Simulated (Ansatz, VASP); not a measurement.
## One calculation of HfCoH4, two programs

```
Hf Co H
1.0
     4.36818    0.00000    0.00000
    -2.18409    3.78295    0.00000
     0.00000    0.00000    2.77104
Hf Co H
1 1 4
Direct
  0.00000 0.00000 0.00000
  0.33333 0.66667 0.00000
  0.66667 0.33333 0.00000
  0.03226 0.51613 0.50000
  0.48387 0.51613 0.50000
  0.48387 0.96774 0.50000
```

Change from the starting cell: species swapped into the LaAlNi4 type (P-6m2, No. 187).

Alike in both runs: functional PBE; k mesh 12 × 12 × 14; occupations gaussian, width 0.1 eV; no spin polarisation.

Ansatz relaxed the structure, and its values are those at the end. VASP's run is a single point on that final structure, the one shown.

|  | VASP | Ansatz |
| --- | --- | --- |
| version | VASP 6.6.1 | Ansatz 0.2.0 |
| potentials or method | VASP PAW PBE potentials, release 64 (Hf_pv, Co, H), cutoff 520 eV | scalar-relativistic, plane waves, PAW |
| valence electrons in the cell | 23 | 47 |

VASP gave:

| Property | Result |
| --- | --- |
| gap on the k mesh at the Fermi level (eV) | none |
| pressure (GPa) | -0.8 |
| rms of the force components (eV/Å) | 0.004 |

Task: Which values does Ansatz return?

Result: gap on the k mesh at the Fermi level (eV): none; pressure (GPa): 0.0; rms of the force components (eV/Å): 0.000.

A gap of «none» marks a metal or a gap that the smearing closes. With one functional, cell and mesh, what is left measures potentials, basis and numerics. VASP's potentials hold 23 valence electrons a cell and Ansatz's 47, so a difference there can come from the potentials and not from the codes.

Neither program's run includes spin-orbit coupling.
